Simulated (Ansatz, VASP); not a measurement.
## One calculation of CaSe, two programs

```xyz
2
Lattice="0.0000 3.3495 3.2010 3.3495 0.0000 3.2010 3.3495 3.3495 0.0000" Properties=species:S:1:pos:R:3 pbc="T T T"
Ca    0.0000    0.0000    0.0000
Se    5.0243    5.0243    4.8015
```

Change from the starting cell: strain +0.015 along x and y, -0.030 along z, atoms carried along.

Alike in both runs: task single point; functional LDA; k mesh 6 × 6 × 6; occupations gaussian, width 0.05 eV; no spin polarisation.

|  | VASP | Ansatz |
| --- | --- | --- |
| version | VASP 6.6.1 | Ansatz 0.2.0 |
| potentials or method | VASP PAW LDA potentials, release 64 (Ca_sv, Se), cutoff 520 eV | scalar-relativistic, plane waves, PAW |
| valence electrons in the cell | 16 | 26 |

Ansatz gave:

* gap on the k mesh at the Fermi level (eV): 2.83
* least direct gap on the mesh (eV): 2.93
* pressure (GPa): -2.7
* traceless stress, the component that is largest in VASP (GPa): 0.21

Q: Which values does VASP return?

A: gap on the k mesh at the Fermi level (eV): 2.84; least direct gap on the mesh (eV): 2.95; pressure (GPa): -2.6; traceless stress, the component that is largest in VASP (GPa): 0.20.

LDA's correlation is that of Perdew and Zunger in VASP and of Perdew and Wang (1992) in Ansatz. VASP's potentials hold 16 valence electrons a cell and Ansatz's 26, so a difference there can come from the potentials and not from the codes.
